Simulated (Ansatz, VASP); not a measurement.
**Na2Bi: VASP beside Ansatz**

```
CELL_PARAMETERS angstrom
5.22908 -2.45157 -0.07344
5.22908 2.45157 -0.07344
-1.20174 0.00000 3.41512
ATOMIC_POSITIONS crystal
Na 0.33972 0.33972 0.33966
Na 0.66028 0.66028 0.66034
Bi 0.00000 0.00000 0.00000
```

Change from the starting cell: the structure that the rattled cell fell into.

Alike in both runs: functional PBE; k mesh 10 × 10 × 14; occupations gaussian, width 0.1 eV; no spin polarisation.

Ansatz relaxed the structure, and its values are those at the end. VASP's run is a single point on that final structure, the one shown.

|  | VASP | Ansatz |
| --- | --- | --- |
| version | VASP 6.6.1 | Ansatz 0.2.0 |
| potentials or method | VASP PAW PBE potentials, release 64 (Na_pv, Bi_d), cutoff 520 eV | scalar-relativistic, plane waves, PAW |
| valence electrons in the cell | 29 | 33 |

```tsv
	VASP	Ansatz	Ansatz less VASP
gap on the k mesh at the Fermi level (eV)	none	none	-
pressure (GPa)	0.0	0.0	+0.03
```

A gap of «none» marks a metal or a gap that the smearing closes. VASP's potentials hold 29 valence electrons a cell and Ansatz's 33, so a difference there can come from the potentials and not from the codes.

Neither program's run includes spin-orbit coupling.
